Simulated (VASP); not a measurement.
AgO2 (fluorite type): single point with PBE

The system is AgO2 (fluorite type).

```
Ag O
1.0
     0.00000    2.61491    2.61491
     2.61491    0.00000    2.61491
     2.61491    2.61491    0.00000
Ag O
1 2
Direct
  0.00000 0.00000 0.00000
  0.25000 0.25000 0.25000
  0.75000 0.75000 0.75000
```

```yaml
Program: VASP 6.6.1
Task: single point
Functional: PBE
Potentials_or_basis: VASP PAW PBE potentials, release 64 (Ag, O)
Cutoff: 520 eV
k_mesh: 18 × 18 × 18
Occupations: fermi-dirac, width 0.0612256 eV
Spin: no spin polarisation
Dipole_correction: no
Further_INCAR_settings: ALGO = Normal; EDIFF = 1e-07; NBANDS = 18
```

```
Pressure : -5.2 GPa
```

Levels at points of the mesh, in eV from the Fermi level:
| k point | band 8 | band 9 | band 10 | band 11 | band 12 | band 13 | band 14 | band 15 |
| --- | --- | --- | --- | --- | --- | --- | --- | --- |
| (0.00, 0.00, 0.00) | -1.15 | -1.15 | -1.15 | 0.24 | 0.24 | 0.24 | 4.36 | 11.78 |
| (0.50, 0.00, 0.00) | -2.96 | -2.84 | -2.44 | -2.44 | 0.25 | 0.25 | 8.56 | 9.33 |
| (0.50, 0.50, 0.00) | -3.70 | -3.20 | -2.93 | -0.46 | 0.43 | 0.43 | 8.77 | 10.51 |

It took 3 min on 1 thread of Intel(R) Xeon(R) Platinum 8124M CPU @ 3.00GHz (Skylake/Cascade Lake), with other jobs on the host, peak memory 0.25 GiB.

Caveat: an odd number of electrons without spin polarisation forces a metal; a magnetic or distorted state may lie lower.
